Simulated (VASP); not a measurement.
Wanted: the native input for a VASP 6.6.1 run.

| Quantity | Value |
| --- | --- |
| Task | single point |
| Functional | PBE |
| Potentials or basis | VASP PAW PBE potentials, release 64 (Hf_pv, Si, O) |
| Cutoff | 520 eV |
| k mesh | 6 × 6 × 6 |
| Occupations | fermi-dirac, width 0.02 eV |
| Spin | no spin polarisation |
| Dipole correction | no |
| Further INCAR settings | ALGO = Normal; EDIFF = 1e-06; NBANDS = 50 |

The structure of HfSiO4 lies in POSCAR:

```
HfSiO4
1.0
   -3.3895478473      3.3895478473      3.0753420139
    3.3895478473     -3.3895478473      3.0753420139
    3.3895478473      3.3895478473     -3.0753420139
Hf Si O
2 2 8
Direct
    0.0000000000      0.0000000000      0.0000000000
    0.7500000000      0.2500000000      0.5000000000
    0.2500000000      0.7500000000      0.5000000000
    0.5000000000      0.5000000000      0.0000000000
    0.1378694418      0.3191750468      0.8186943949
    0.0691750468      0.7504806519      0.6813056051
    0.0691750468      0.3878694418      0.3186943949
    0.5004806519      0.3191750468      0.1813056051
    0.6808249532      0.4995193481      0.8186943949
    0.6121305582      0.9308249532      0.6813056051
    0.2495193481      0.9308249532      0.3186943949
    0.6808249532      0.8621305582      0.1813056051
```

This cell differs from its parent crystal: strain +3.0%.

The input as run:

INCAR

```
SYSTEM = HfSiO4
  PREC = Accurate
  ENCUT = 520
  EDIFF = 1E-6
  ISMEAR = -1
  SIGMA = 0.02
  LREAL = .False.
  LASPH = .True.
  NELM = 100
  ALGO = Normal
  ISIF = 2
  LWAVE = .False.
  LCHARG = .True.
  GGA = PE
  LELF = .True.
  LVHAR = .True.
  NBANDS = 50
```

KPOINTS

```
Automatic mesh
0
Gamma
  6 6 6
  0 0 0
```

Potentials or basis: VASP PAW PBE potentials, release 64 (Hf_pv, Si, O).

Command:

```sh
$ cat potpaw_PBE.64/Hf_pv/POTCAR potpaw_PBE.64/Si/POTCAR potpaw_PBE.64/O/POTCAR > POTCAR
$ mpirun -np 1 vasp_std > vasp.out
```

It gave:

| Item | Value |
| --- | --- |
| Pressure | -12.7 GPa |
| Largest force | 0.428 eV/Å |
| Band gap on the k mesh | 4.90 eV (least direct gap 5.16 eV) |

Caveat: the cell differs from its parent crystal (strain +3.0%); the cell stands under tension; spin-orbit coupling is left out, which moves the levels of the heavy elements.

Run time: 120 s on 1 thread of Intel(R) Xeon(R) 6975P-C (Granite Rapids), with other jobs on the host, peak memory 0.35 GiB.
